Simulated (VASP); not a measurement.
Set up this calculation in VASP 6.6.1, as the native input.

```
Task                   : single point
Functional             : LDA
Potentials or basis    : VASP PAW LDA potentials, release 64 (B_h, N_h)
Cutoff                 : 1330 eV
k mesh                 : 12 × 12 × 12
Occupations            : gaussian, width 0.02 eV
Spin                   : no spin polarisation
Dipole correction      : no
Further INCAR settings : ALGO = Normal; EDIFF = 1e-06; NBANDS = 11
```

The structure of BN lies in POSCAR:

```
BN
1.0
    0.0000000000      1.7899977716      1.7899977716
    1.7899977716      0.0000000000      1.7899977716
    1.7899977716      1.7899977716      0.0000000000
B N
1 1
Direct
    0.0000000000      0.0000000000      0.0000000000
    0.7500000000      0.7500000000      0.7500000000
```

The input as run:

INCAR

```
PREC = Accurate
ENCUT = 1330
EDIFF = 1E-6
ISMEAR = 0
SIGMA = 0.02
LREAL = F
LASPH = T
NELM = 120
ALGO = Normal
ISIF = 2
LWAVE = F
LCHARG = F
NBANDS = 11
GGA_COMPAT = F
```

KPOINTS

```
Automatic mesh
0
Gamma
  12 12 12
```

Potentials or basis: VASP PAW LDA potentials, release 64 (B_h, N_h).

The run is started by

```sh
$ cat potpaw_LDA.64/B_h/POTCAR potpaw_LDA.64/N_h/POTCAR > POTCAR
$ mpirun -np 1 vasp_std > vasp.out
```

It gave:

```json
{
 "Pressure": "0.9 GPa",
 "Band gap on the k mesh": "4.38 eV (least direct gap 8.82 eV)"
}
```

Run time: 18 s on 1 thread of AMD EPYC 7R13 Processor (Zen 3), with other jobs on the host, peak memory 0.13 GiB.
